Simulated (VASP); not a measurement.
TiO2, 6 atoms in the cell. It takes space group P4_2/mnm (No. 136, tetragonal). The conventional cell has a = 4.774 Å, b = 4.774 Å, c = 2.804 Å, α = 90.00°, β = 90.00°, γ = 90.00°. Ti (site symmetry mmm) has 6 O at 1.92 to 2.06 Å within 2.5 Å. O (site symmetry m2m) has 3 Ti at 1.92 to 2.06 Å within 2.5 Å.  This cell differs from its parent crystal: ratio of the length along z to the lengths across it x 0.92, volume and fractional coordinates fixed.

| Property | Result |
| --- | --- |
| Program | VASP 6.6.1 |
| Task | single point |
| Functional | PBE |
| Potentials or basis | VASP PAW PBE potentials, release 64 (Ti_sv, O) |
| Cutoff | 520 eV |
| k mesh | 8 × 8 × 10 |
| Occupations | gaussian, width 0.05 eV |
| Spin | no spin polarisation |
| Dipole correction | no |
| Further INCAR settings | ALGO = Normal; EDIFF = 1e-07; NBANDS = 33 |

Potentials or basis: VASP PAW PBE potentials, release 64 (Ti_sv, O).

Command:

```console
$ cat potpaw_PBE.64/Ti_sv/POTCAR potpaw_PBE.64/O/POTCAR > POTCAR
$ mpirun -np 1 vasp_std > vasp.out
```

Hardware: 1 thread of Intel Xeon 8259CL (shared host).

Question: Estimate the wall time of this run.

Answer: Wall time 2.9 min on 1 thread of Intel Xeon 8259CL (shared host), peak memory 0.27 GiB. Counts: scf iterations 17, k points 90.
